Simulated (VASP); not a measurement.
Here is a VASP 6.6.1 calculation.

Contents of POSCAR:

```
GaN
1.0
    3.1800000000      0.0000000000      0.0000000000
   -1.5900000000      2.7539607840      0.0000000000
    0.0000000000      0.0000000000      5.1660000000
Ga N
2 2
Direct
    0.3333333333      0.6666666667      0.0000000000
    0.6666666667      0.3333333333      0.5000000000
    0.3333333333      0.6666666667      0.3750000000
    0.6666666667      0.3333333333      0.8750000000
```

INCAR.step1

```
SYSTEM = GaN
ALGO     = Normal         ! electronic algorithm
EDIFF    = 1E-4           ! SCF threshold, eV
ENCUT    = 600            ! plane-wave cutoff, eV
GGA      = PE             ! functional
ISMEAR   = 0              ! smearing method
LASPH    = .TRUE.         ! aspherical terms in the spheres
LCHARG   = .FALSE.        ! write CHGCAR
LREAL    = .FALSE.        ! projectors in reciprocal space
LWAVE    = .TRUE.         ! write WAVECAR
NELM     = 100            ! most SCF steps
PREC     = Accurate       ! precision mode
SIGMA    = 0.02           ! smearing width, eV
```

The input INCAR.step2:

```
SYSTEM = GaN
ALGO     = Normal         ! electronic algorithm
EDIFF    = 1E-6           ! SCF threshold, eV
EDIFFG   = -0.005         ! ionic threshold
ENCUT    = 600            ! plane-wave cutoff, eV
IBRION   = 2              ! ionic algorithm
ISIF     = 3              ! what is computed and relaxed
ISMEAR   = 0              ! smearing method
ISTART   = 1            
LASPH    = .TRUE.         ! aspherical terms in the spheres
LCHARG   = .FALSE.        ! write CHGCAR
LMIXTAU  = .TRUE.       
LREAL    = .FALSE.        ! projectors in reciprocal space
LWAVE    = .FALSE.        ! write WAVECAR
METAGGA  = R2SCAN         ! meta-GGA
NELM     = 100            ! most SCF steps
NSW      = 100            ! ionic steps
PREC     = Accurate       ! precision mode
SIGMA    = 0.02           ! smearing width, eV
```

KPOINTS

```
k-points
0
G
  12 12 6
  0 0 0
```

Potentials or basis: VASP PAW PBE potentials, release 64 (Ga_d, N).

Run with:

```console
$ cat potpaw_PBE.64/Ga_d/POTCAR potpaw_PBE.64/N/POTCAR > POTCAR
$ cp INCAR.step1 INCAR
$ mpirun -np 1 vasp_std > vasp.out
$ cp INCAR.step2 INCAR
$ mpirun -np 1 vasp_std > vasp.out
```

**Question.** What does it give for the relaxed cell?

**Answer.** a = 3.189 Å, b = 3.189 Å, c = 5.195 Å, α = 90.00°, β = 90.00°, γ = 120.00°.

**Question.** Estimate the space group after relaxing (to 0.1 Å).

**Answer.** P6_3mc (No. 186).

The path:
| step | energy change (eV) | largest force (eV/Å) | pressure (GPa) | volume (Å³) |
| --- | --- | --- | --- | --- |
| 1 | 0.0000 | 0.1447 | 2.20 | 45.24 |
| 2 | 0.0000 | 0.0948 | -2.16 | 46.27 |
| 3 | -0.0051 | 0.0186 | -0.02 | 45.74 |
| 4 | -0.0051 | 0.0155 | -0.08 | 45.75 |
| 5 | -0.0051 | 0.0004 | 0.03 | 45.74 |
| 6 | -0.0051 | 0.0041 | 0.08 | 45.74 |
| 7 | -0.0051 | 0.0007 | -0.08 | 45.76 |
| 8 | -0.0051 | 0.0019 | 0.00 | 45.75 |

Caveat: the PAW data sets were made with another functional, which shifts forces and pressure a little. Zero-point motion and thermal expansion aren't in these numbers.
